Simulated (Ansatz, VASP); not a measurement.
Two plane-wave programs on MgI2

```xyz
3
Lattice="4.4860 0.0000 0.0000 -2.2430 3.8850 0.0000 0.0000 0.0000 6.3130" Properties=species:S:1:pos:R:3 pbc="T T T"
Mg    0.0000    0.0000    0.0000
I     0.0000    2.5900    4.7829
I     2.2430    1.2950    1.5301
```

Change from the starting cell: strain +0.080 along x and y, -0.080 along z, atoms carried along.

Alike in both runs: task single point; functional PBE; dispersion D3(BJ); k mesh 6 × 6 × 4; occupations gaussian, width 0.05 eV; no spin polarisation.

|  | VASP | Ansatz |
| --- | --- | --- |
| version | VASP 6.6.1 | Ansatz 0.2.0 |
| potentials or method | VASP PAW PBE potentials, release 64 (Mg, I), cutoff 520 eV | scalar-relativistic, plane waves, PAW |
| valence electrons in the cell | 16 | 44 |

VASP gave:

```
gap on the k mesh at the Fermi level (eV)                     : 2.44
least direct gap on the mesh (eV)                             : 2.44
pressure (GPa)                                                : -2.2
traceless stress, the component that is largest in VASP (GPa) : 2.60
rms of the force components (eV/Å)                            : 0.011
```

Q: Estimate Ansatz's values.

A: gap on the k mesh at the Fermi level (eV): 2.46; least direct gap on the mesh (eV): 2.46; pressure (GPa): -2.1; traceless stress, the component that is largest in VASP (GPa): 2.59; rms of the force components (eV/Å): 0.015.

Atom by atom the forces differ by 0.004 eV/Å (rms over components). VASP's potentials hold 16 valence electrons a cell and Ansatz's 44, so a difference there can come from the potentials and not from the codes.

Spin-orbit coupling is off throughout.
